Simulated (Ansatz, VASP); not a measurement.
## Si16Ge in VASP and in Ansatz

```xyz
17
Lattice="0.0000 5.4300 5.4300 5.4300 0.0000 5.4300 5.4300 5.4300 0.0000" Properties=species:S:1:pos:R:3 pbc="T T T"
Si   -0.0488   -0.0489    0.0469
Si    1.3574    1.3572    1.4078
Si    2.7598    2.7597    0.0421
Si    4.0686    4.0698    1.3712
Si    2.7223   -0.0078    2.7080
Si    4.0235    1.3562    4.0726
Si    5.3931    2.7527    2.6772
Si    6.7889    4.1199    4.0721
Si   -0.0076    2.7221    2.7083
Si    1.3562    4.0237    4.0728
Si    2.7519    5.3938    2.6780
Si    4.1196    6.7889    4.0723
Si    2.7196    2.7196    5.4360
Si    4.0735    4.0732    6.7838
Si    5.4266    5.4266    5.4343
Si    6.7877    6.7879    6.7434
Ge    6.7808    6.7827    9.5248
```

Alike in both runs: functional PBE; dispersion D3(BJ); k mesh 2 × 2 × 2; occupations fermi-dirac, width 0.02 eV; no spin polarisation.

Ansatz relaxed the structure, and its values are those at the end. VASP's run is a single point on that final structure, the one shown.

```csv
,VASP,Ansatz
version,VASP 6.6.1,Ansatz 0.2.0
potentials or method,"VASP PAW PBE potentials, release 64 (Si, Ge_d), cutoff 520 eV","scalar-relativistic, plane waves, PAW"
valence electrons in the cell,78,78
```

```tsv
	VASP	Ansatz	Ansatz less VASP
rms of the force components (eV/Å)	0.016	0.016	+0.0001
```

The k mesh is coarse, so the values compare programs but aren't converged.
